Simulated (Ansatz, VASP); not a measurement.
P: VASP beside Ansatz

```
CELL_PARAMETERS angstrom
3.29619 0.00000 0.00000
0.00000 4.43916 0.00000
0.00000 0.00000 21.74620
ATOMIC_POSITIONS crystal
P 0.50000 0.91750 0.20693
P 0.00000 0.58250 0.20693
P 0.50000 0.08250 0.30456
P 0.00000 0.41750 0.30456
P 0.87500 0.08250 0.47517
P 0.37500 0.41750 0.47517
P 0.87500 0.91750 0.57280
P 0.37500 0.58250 0.57280
```

Alike in both runs: task single point; functional PBE; dispersion D3(BJ); k mesh 8 × 6 × 1; occupations gaussian, width 0.05 eV; no spin polarisation.

|  | VASP | Ansatz |
| --- | --- | --- |
| version | VASP 6.6.1 | Ansatz 0.2.0 |
| potentials or method | VASP PAW PBE potentials, release 64 (P), cutoff 520 eV | scalar-relativistic, plane waves, PAW |
| valence electrons in the cell | 40 | 40 |

Ansatz gave:

```
gap on the k mesh at the Fermi level (eV) : 0.15
least direct gap on the mesh (eV)         : 0.15
rms of the force components (eV/Å)        : 0.033
```

Question: Estimate VASP's values.

Answer: gap on the k mesh at the Fermi level (eV): 0.16; least direct gap on the mesh (eV): 0.16; rms of the force components (eV/Å): 0.029.

Atom by atom the forces differ by 0.031 eV/Å (rms over components).
